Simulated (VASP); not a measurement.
Input of a VASP 6.6.1 run:

Contents of INCAR:

```
SYSTEM = GaN
PREC = Accurate
ENCUT = 520
EDIFF = 1E-6
ISMEAR = 0
SIGMA = 0.02
LREAL = .False.
LASPH = .True.
NELM = 60
ALGO = Normal
ISIF = 2
LWAVE = .False.
LCHARG = .False.
GGA = PS
NBANDS = 26
```

The input KPOINTS:

```
Automatic mesh
0
Gamma
  9 9 6
  0 0 0
```

The input POSCAR:

```
GaN
1.0
    3.1828016718      0.0000000000      0.0000000000
   -1.5914008359      2.7563871030      0.0000000000
    0.0000000000      0.0000000000      5.1851997656
Ga N
2 2
Direct
    0.6666666667      0.3333333333      0.4991747701
    0.3333333333      0.6666666667      0.9991747701
    0.6666666667      0.3333333333      0.8758252299
    0.3333333333      0.6666666667      0.3758252299
```

Potentials or basis: VASP PAW PBE potentials, release 64 (Ga_d, N).

Run with:

```sh
$ cat potpaw_PBE.64/Ga_d/POTCAR potpaw_PBE.64/N/POTCAR > POTCAR
$ mpirun -np 1 vasp_std > vasp.out
```

(1) What does it give for the pressure?

(2) Estimate the band gap on the k mesh.

Results:

(1) -0.2 GPa.

(2) 1.89 eV, direct.

Caveat: the PAW data sets were made with another functional, which shifts forces and pressure a little.
